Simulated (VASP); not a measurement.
Here is a VASP 6.6.1 calculation.

The input INCAR:

```
SYSTEM = Co3C
ALGO = Normal
DIPOL = 0.5 0.5 0.491
EDIFF = 1E-6
ENCUT = 520
GGA = PS
IDIPOL = 3
ISIF = 2
ISMEAR = 0
ISPIN = 2
LASPH = .TRUE.
LCHARG = .FALSE.
LDIPOL = .TRUE.
LMAXMIX = 4
LORBIT = 11
LREAL = .FALSE.
LWAVE = .FALSE.
MAGMOM = 1.94 1.89 1.94 2
NBANDS = 28
NELM = 150
PREC = Accurate
SIGMA = 0.1
```

Contents of KPOINTS:

```
k-points
0
G
  12 12 1
  0 0 0
```

File POSCAR:

```
Co3C
1.0
    2.4564189009      0.0000000000      0.0000000000
   -1.2282094505      2.1273211705      0.0000000000
    0.0000000000      0.0000000000     22.9694710922
Co C
3 1
Direct
    0.6666666667      0.3333333333      0.3700564095
    0.3334749874      0.6665250126      0.4532024537
    0.6681815988      0.3318184012      0.5470563345
    0.0013575874     -0.0013575874      0.5935427994
```

Potentials or basis: VASP PAW PBE potentials, release 64 (Co, C).

Launch:

```console
$ cat potpaw_PBE.64/Co/POTCAR potpaw_PBE.64/C/POTCAR > POTCAR
$ mpirun -np 1 vasp_std > vasp.out
```

Problem. Estimate the site moments.

Solution. Co +1.67, +1.68, +0.30; C +0.07 μB.

Problem. What does it give for the largest force?

Solution. 0.185 eV/Å.

Problem. What does it give for the net moment?

Solution. 3.75 μB per cell.

Forces on the atoms (eV/Å):
```
Co   0.001 -0.001  0.019
Co   0.001 -0.001  0.010
Co  -0.004  0.002 -0.185
C    0.001 -0.001  0.156
```

Caveat: the PAW data sets were made with another functional, which shifts forces and pressure a little.
